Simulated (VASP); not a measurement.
Rh, 1 atom in the cell. Symmetry: Immm, No. 71, orthorhombic system. Conventional cell: a = 2.374 Å, b = 3.187 Å, c = 3.830 Å, α = 90.00°, β = 90.00°, γ = 90.00°. Rh (site symmetry mmm) has 10 Rh at 2.37 to 2.76 Å within 3.1 Å. 

| Item | Value |
| --- | --- |
| Program | VASP 6.6.1 |
| Task | single point |
| Functional | PBE |
| Potentials or basis | VASP PAW PBE potentials, release 64 (Rh_pv) |
| Cutoff | 520 eV |
| k mesh | 20 × 20 × 20 |
| Occupations | gaussian, width 0.15 eV |
| Spin | no spin polarisation |
| Dipole correction | no |
| Further INCAR settings | ALGO = Fast; EDIFF = 1e-07; NBANDS = 14 |

Potentials or basis: VASP PAW PBE potentials, release 64 (Rh_pv).

Run with:

```sh
$ cat potpaw_PBE.64/Rh_pv/POTCAR > POTCAR
$ mpirun -np 1 vasp_std > vasp.out
```

Hardware: 1 thread of AMD EPYC 7R43 64-Core Processor (Zen 3), on a shared host.

Task: How long does it take, and how much memory?

Result: Wall time 6.7 min on 1 thread of AMD EPYC 7R43 64-Core Processor (Zen 3), on a shared host, peak memory 0.28 GiB. Counts: scf iterations 15, k points 1166.
